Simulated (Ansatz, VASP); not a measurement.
One calculation of SiC, two programs

```xyz
2
Lattice="2.8653 0.0000 0.0000 -1.4327 2.4814 0.0000 0.0000 0.0000 2.5587" Properties=species:S:1:pos:R:3 pbc="T T T"
Si    0.0000    0.0000    0.0000
C     1.4327    0.8271    1.2793
```

Change from the starting cell: species swapped into the WC type (P-6m2, No. 187).

Alike in both runs: functional PBE; k mesh 6 × 6 × 6; occupations gaussian, width 0.1 eV; no spin polarisation.

Ansatz relaxed the structure, and its values are those at the end. VASP's run is a single point on that final structure, the one shown.

```csv
,VASP,Ansatz
version,VASP 6.6.1,Ansatz 0.2.0
potentials or method,"VASP PAW PBE potentials, release 64 (Si, C), cutoff 520 eV","scalar-relativistic, plane waves, PAW"
valence electrons in the cell,8,8
```

Ansatz gave:

```
gap on the k mesh at the Fermi level (eV) : none
pressure (GPa)                            : -0.2
```

Which values does VASP return?

gap on the k mesh at the Fermi level (eV): none; pressure (GPa): -0.1.

A gap of «none» marks a metal or a gap that the smearing closes. With one functional, cell and mesh, what is left measures potentials, basis and numerics.

The k mesh is coarse, so the values compare programs but aren't converged.
